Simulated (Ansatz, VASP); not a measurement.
## One calculation of In3GaSb2N2, two programs

```
In Ga Sb N
1.0
     3.33690    0.00000    0.00000
    -1.66845    2.88984    0.00000
     0.00000    0.00000   17.92295
In Ga Sb N
3 1 2 2
Direct
  0.66667 0.33333 0.52418
  0.33333 0.66667 0.18034
  0.33333 0.66667 0.86338
  0.00000 0.00000 0.02239
  0.66667 0.33333 0.69679
  0.33333 0.66667 0.34260
  0.00000 0.00000 0.13108
  0.33333 0.66667 0.98924
```

Alike in both runs: task single point; functional PBE; k mesh 6 × 6 × 2; occupations gaussian, width 0.2 eV; no spin polarisation.

|  | VASP | Ansatz |
| --- | --- | --- |
| version | VASP 6.6.1 | Ansatz 0.2.0 |
| potentials or method | VASP PAW PBE potentials, release 64 (In_d, Ga_d, Sb, N), cutoff 520 eV | scalar-relativistic, plane waves, PAW |
| valence electrons in the cell | 72 | 92 |

```csv
,VASP,Ansatz,Ansatz less VASP
gap on the k mesh at the Fermi level (eV),none,none,-
pressure (GPa),0.6,0.6,-0.03
"traceless stress, the component that is largest in VASP (GPa)",-1.26,-1.24,+0.019
rms of the force components (eV/Å),0.028,0.024,-0.0046
```

Atom by atom the forces differ by 0.006 eV/Å (rms over components). A gap of «none» marks a metal or a gap that the smearing closes. The functional is the same, so the differences come from potentials, cutoffs and numerics. VASP's potentials hold 72 valence electrons a cell and Ansatz's 92, so a difference there can come from the potentials and not from the codes.

The k mesh is coarse, so the values compare programs but aren't converged. Spin-orbit coupling is off throughout.
